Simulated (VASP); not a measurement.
## Sn: relaxation of cell and atoms with LDA

The system is Sn.

```xyz
1
Lattice="-1.8947 1.8947 1.8947 1.8947 -1.8947 1.8947 1.8947 1.8947 -1.8947" Properties=species:S:1:pos:R:3 pbc="T T T"
Sn    0.0000    0.0000    0.0000
```

This isn't the form of Sn at room conditions, which is tetragonal (white tin).

```yaml
Program: VASP 6.6.1
Task: relaxation of cell and atoms
Functional: LDA
Potentials_or_basis: VASP PAW LDA potentials, release 64 (Sn_d)
Cutoff: 600 eV
k_mesh: 12 × 12 × 12
Occupations: fermi-dirac, width 0.15 eV
Spin: no spin polarisation
Dipole_correction: no
Further_INCAR_settings: ALGO = Normal; EDIFF = 1e-07; IBRION = 2; EDIFFG = -0.01; NSW = 80; ISIF = 3
```

- Relaxed volume: 25.49 Å³/atom
- Relaxed cell: a = 3.211 Å, b = 3.211 Å, c = 3.211 Å, α = 109.47°, β = 109.47°, γ = 109.47°
- Space group after relaxing (to 0.1 Å): Im-3m (No. 229)
- Energy gained by relaxing: 18.8 meV/atom
- Ionic steps: 3
- Pressure after relaxing: 0.0 GPa
- Band gap on the k mesh: zero (bands 7 and 8 overlap by 11.09 eV)

Step by step:
| step | energy change (eV) | largest force (eV/Å) | pressure (GPa) | volume (Å³) |
| --- | --- | --- | --- | --- |
| 1 | 0.0000 | 0.0000 | -3.33 | 27.20 |
| 2 | -0.0173 | 0.0000 | 1.11 | 25.04 |
| 3 | -0.0188 | 0.0000 | 0.00 | 25.49 |

Final structure:
```
Sn
1.0
    -1.85402    1.85402    1.85402
     1.85402   -1.85402    1.85402
     1.85402    1.85402   -1.85402
Sn
1
Direct
  0.00000 0.00000 0.00000
```

Levels at points of the mesh, in eV from the Fermi level:
| k point | band 3 | band 4 | band 5 | band 6 | band 7 | band 8 | band 9 | band 10 | band 11 |
| --- | --- | --- | --- | --- | --- | --- | --- | --- | --- |
| (0.00, 0.00, 0.00) | -21.52 | -21.35 | -21.35 | -11.60 | 8.42 | 8.42 | 8.42 | 12.32 | 12.32 |
| (0.50, 0.00, 0.00) | -21.36 | -21.36 | -21.25 | -6.56 | -4.75 | 3.74 | 5.61 | 8.39 | 8.56 |
| (0.50, 0.50, 0.50) | -21.27 | -21.27 | -21.27 | -2.25 | -0.59 | -0.59 | -0.59 | 3.92 | 3.92 |

Wall time 60 s on 1 thread of Intel(R) Xeon(R) Platinum 8259CL CPU @ 2.50GHz (Skylake/Cascade Lake) (shared host), peak memory 0.17 GiB.

Caveat: spin-orbit coupling is left out, which moves the levels of the heavy elements.
